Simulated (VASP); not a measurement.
A run of VASP 6.6.1:

Contents of INCAR:

```
SYSTEM = TiO2
PREC = Accurate
ENCUT = 520
EDIFF = 1E-6
ISMEAR = -1
SIGMA = 0.05
LREAL = .FALSE.
LASPH = .TRUE.
NELM = 80
ALGO = Normal
ISIF = 2
LWAVE = .FALSE.
LCHARG = .FALSE.
GGA = RP
NBANDS = 60
```

KPOINTS

```
Automatic mesh
0
G
  8 8 4
  0 0 0
```

The input POSCAR:

```
TiO2
1.0
    6.1535771931     -1.8834685000      0.0000000000
    6.1535771931      1.8834685000      0.0000000000
   -1.9283261078      0.0000000000      6.3289668713
Ti O
4 8
Direct
    0.9000710000      0.9000710000      0.2896020000
    0.1952860000      0.1952860000      0.2837620000
    0.0999290000      0.0999290000      0.7103980000
    0.8047140000      0.8047140000      0.7162380000
    0.3619310000      0.3619310000      0.2933970000
    0.2634885000      0.2634885000      0.6525000000
    0.8671885000      0.8671885000      0.9952910000
    0.7365115000      0.7365115000      0.3475000000
    0.9416475000      0.9416475000      0.6300210000
    0.1328115000      0.1328115000      0.0047090000
    0.6380690000      0.6380690000      0.7066030000
    0.0583525000      0.0583525000      0.3699790000
```

Potentials or basis: VASP PAW PBE potentials, release 64 (Ti_sv, O).

Command:

```sh
$ cat potpaw_PBE.64/Ti_sv/POTCAR potpaw_PBE.64/O/POTCAR > POTCAR
$ mpirun -np 1 vasp_std > vasp.out
```

Hardware: 1 thread of Intel(R) Xeon(R) Platinum 8488C (Sapphire Rapids) (shared host).

Task: How long does it take, and how much memory?

Result: It took 17 min on 1 thread of Intel(R) Xeon(R) Platinum 8488C (Sapphire Rapids), on a shared host, peak memory 0.65 GiB. Counts: scf iterations 18, k points 78.
